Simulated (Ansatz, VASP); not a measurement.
InP: VASP beside Ansatz

```
CELL_PARAMETERS angstrom
0.00000 2.96858 2.92155
2.96858 0.00000 2.92155
2.96858 2.96858 0.00000
ATOMIC_POSITIONS crystal
In 0.00000 0.00000 0.00000
P 0.25000 0.25000 0.25000
```

Change from the starting cell: strained cell.

Alike in both runs: task relaxation of the atoms; functional PBEsol; k mesh 10 × 10 × 10; occupations gaussian, width 0.02 eV; no spin polarisation.

|  | VASP | Ansatz |
| --- | --- | --- |
| version | VASP 6.6.1 | Ansatz 0.2.0 |
| potentials or method | VASP PAW PBE potentials, release 64 (In_d, P), cutoff 450 eV | scalar-relativistic, plane waves, PAW |
| valence electrons in the cell | 18 | 18 |

```tsv
	VASP	Ansatz	Ansatz less VASP
gap on the k mesh at the Fermi level, each at its own relaxed structure (eV)	0.44	0.45	+0.001
```

VASP's potentials were made for PBE, not for PBEsol. Ansatz's warnings: stress scf threshold loose.

Noted on VASP's run: the relaxation stopped at its first step, so nothing moved.
